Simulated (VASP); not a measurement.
Set up this calculation in VASP 6.6.1, as the native input.

```
Task                   : single point
Functional             : revPBE
Dispersion             : D3(BJ)
Potentials or basis    : VASP PAW PBE potentials, release 64 (Au)
Cutoff                 : 520 eV
k mesh                 : 11 × 11 × 11
Occupations            : fermi-dirac, width 0.05 eV
Spin                   : no spin polarisation
Dipole correction      : no
Further INCAR settings : ALGO = Normal; EDIFF = 1e-07; NBANDS = 12
```

The structure of Au lies in POSCAR:

```
Au
1.0
    0.0000000000      2.0617793868      2.0617793868
    2.0617793868      0.0000000000      2.0617793868
    2.0617793868      2.0617793868      0.0000000000
Au
1
Direct
    0.0000000000      0.0000000000      0.0000000000
```

One way to write it, as run:

INCAR

```
PREC = Accurate ; ENCUT = 520
EDIFF = 1E-7 ; ISMEAR = -1
SIGMA = 0.05 ; LREAL = F
LASPH = T ; NELM = 100
ALGO = Normal ; ISIF = 2
LWAVE = F ; LCHARG = F
GGA = RE ; IVDW = 12
NBANDS = 12
```

KPOINTS

```
Automatic mesh
0
Gamma
  11 11 11
```

Potentials or basis: VASP PAW PBE potentials, release 64 (Au).

Command:

```sh
$ cat potpaw_PBE.64/Au/POTCAR > POTCAR
$ mpirun -np 1 vasp_std > vasp.out
```

It gave:

| Quantity | Value |
| --- | --- |
| Pressure | -5.4 GPa |
| Dispersion energy per atom | -1.225 eV |

Caveat: the PAW data sets were made with another functional, which shifts forces and pressure a little; pairwise dispersion overbinds metals, which lowers pressure and volume.

Run time: 19 s on 1 thread of AMD EPYC 7571, on a shared host, peak memory 0.12 GiB.
